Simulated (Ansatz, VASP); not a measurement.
# Two plane-wave programs on CuH3

INCAR

```
PREC = Accurate ; ENCUT = 600
EDIFF = 1E-6 ; ISMEAR = 0
SIGMA = 0.1 ; LREAL = F
LASPH = T ; NELM = 100
ALGO = Normal ; ISIF = 3
LWAVE = F ; LCHARG = F
GGA = PE ; IBRION = 2
NSW = 100 ; EDIFFG = -0.01
```

Contents of KPOINTS:

```
Automatic mesh
0
Gamma
  16 16 16
```

File POSCAR:

```
CuH3
1.0
    2.7739070245      0.0000000000      0.0000000000
    0.0000000000      2.7739070245      0.0000000000
    0.0000000000      0.0000000000      2.7739070245
Cu H
1 3
Direct
    0.0000000000      0.0000000000      0.0000000000
    0.5000000000      0.5000000000      0.0000000000
    0.5000000000      0.0000000000      0.5000000000
    0.0000000000      0.5000000000      0.5000000000
```

Input for Ansatz:

```yaml
crystal:
  lattice:
    - [2.7739070245, 0.0, 0.0]
    - [0.0, 2.7739070245, 0.0]
    - [0.0, 0.0, 2.7739070245]
  atoms:
    - { symbol: Cu, position: [0.0, 0.0, 0.0] }
    - { symbol: H, position: [0.5, 0.5, 0.0] }
    - { symbol: H, position: [0.5, 0.0, 0.5] }
    - { symbol: H, position: [0.0, 0.5, 0.5] }
basis:
  ecutwfc: 420
kpoints:
  mp_grid: { grid: [16, 16, 16] }
hamiltonian:
  xc: pbe
scf:
  occupations: { method: gaussian, width: 0.1 }
output:
  forces: true
  stress: true
  eigenvalues: true
  write_density: true
  write_potential: true
  elf: true
  volumetric_format: npy
relax:
  adjacent_minimum: "off"
  f_tol: 0.01
  max_steps: 80
  cell: { stress_tol: 0.05 }
```

Change from the starting cell: species swapped into the TiRh3 type (Pm-3m, No. 221).

Alike in both runs: task relaxation of cell and atoms; functional PBE; k mesh 16 × 16 × 16; occupations gaussian, width 0.1 eV; no spin polarisation.

```csv
,VASP,Ansatz
version,VASP 6.6.1,Ansatz 0.2.0
potentials or method,"VASP PAW PBE potentials, release 64 (Cu, H), cutoff 600 eV","scalar-relativistic, plane waves, PAW"
valence electrons in the cell,14,22
```

Ansatz gave:

| Item | Value |
| --- | --- |
| gap on the k mesh at the Fermi level, each at its own relaxed structure (eV) | none |
| relaxed volume (Å³/atom) | 5.32 |
| relaxed length of the cell vector where the two differ most in proportion (Å) | 2.771 |

**Question.** Which values does VASP return?

**Answer.** gap on the k mesh at the Fermi level, each at its own relaxed structure (eV): none; relaxed volume (Å³/atom): 5.32; relaxed length of the cell vector where the two differ most in proportion (Å): 2.770.

A gap of «none» marks a metal or a gap that the smearing closes. VASP's potentials hold 14 valence electrons a cell and Ansatz's 22, so a difference there can come from the potentials and not from the codes.
